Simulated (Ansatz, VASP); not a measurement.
## One calculation of PbSe, two programs

Contents of INCAR:

```
SYSTEM = PbSe
ALGO = Normal
EDIFF = 1E-6
ENCUT = 520
GGA = PE
ISIF = 2
ISMEAR = 0
LASPH = .TRUE.
LCHARG = .FALSE.
LREAL = .FALSE.
LWAVE = .FALSE.
NBANDS = 28
NELM = 80
PREC = Accurate
SIGMA = 0.01
```

The input KPOINTS:

```
k-points
0
G
  6 6 6
  0 0 0
```

Contents of POSCAR:

```
PbSe
1.0
    2.1377037770     -5.9967639440      0.0000000000
    2.1377037770      5.9967639440      0.0000000000
    0.0000000000      0.0000000000      4.4334888881
Pb Se
2 2
Direct
    0.6284359949      0.3715640051      0.7500000000
    0.3715640051      0.6284359949      0.2500000000
    0.8626836356      0.1373163644      0.7500000000
    0.1373163644      0.8626836356      0.2500000000
```

Input for Ansatz:

```yaml
crystal:
  lattice:
    - [2.137703777, -5.996763944, 0.0]
    - [2.137703777, 5.996763944, 0.0]
    - [0.0, 0.0, 4.4334888881]
  atoms:
    - { symbol: Pb, position: [0.6284359949, 0.3715640051, 0.75] }
    - { symbol: Pb, position: [0.3715640051, 0.6284359949, 0.25] }
    - { symbol: Se, position: [0.8626836356, 0.1373163644, 0.75] }
    - { symbol: Se, position: [0.1373163644, 0.8626836356, 0.25] }
kpoints:
  mp_grid: { grid: [6, 6, 6] }
  band_path:
    path:
      - [0.0, 0.0, 0.0]
      - [-0.5, 0.5, 0.0]
      - [-0.2817688249, 0.7182311751, 0.0]
      - [0.2817688249, 0.2817688249, 0.0]
      - [0.0, 0.0, 0.5]
      - [0.2817688249, 0.2817688249, 0.5]
      - [-0.2817688249, 0.7182311751, 0.5]
      - [-0.5, 0.5, 0.5]
      - [0.0, 0.5, 0.0]
      - [0.5, -0.5, 0.382813]
      - [0.209635, 0.209635, 0.0]
      - [-0.5, 0.5, 0.4]
    npoints: 1
hamiltonian:
  xc: pbe
scf:
  occupations: { method: fixed }
  n_extra_bands: 5
output:
  forces: true
  stress: true
  eigenvalues: true
```

Alike in both runs: task single point; functional PBE; k mesh 6 × 6 × 6; no spin polarisation.

|  | VASP | Ansatz |
| --- | --- | --- |
| version | VASP 6.6.1 | Ansatz 0.2.0 |
| potentials or method | VASP PAW PBE potentials, release 64 (Pb_d, Se) | plane waves, PAW |
| plane-wave cutoff (eV) | 520 | 420 |
| occupations | gaussian, width 0.01 eV | fixed |
| valence electrons in the cell | 40 | 60 |

```csv
,VASP,Ansatz,Ansatz less VASP
gap on the k mesh at the Fermi level (eV),1.09,1.10,+0.001
pressure (GPa),2.0,2.0,0.00
"traceless stress, the component that is largest in VASP (GPa)",0.33,0.31,-0.023
rms of the force components (eV/Å),0.075,0.071,-0.0042
```

Atom by atom the forces differ by 0.004 eV/Å (rms over components). VASP's potentials hold 40 valence electrons a cell and Ansatz's 60, so a difference there can come from the potentials and not from the codes.

Spin-orbit coupling is off throughout.
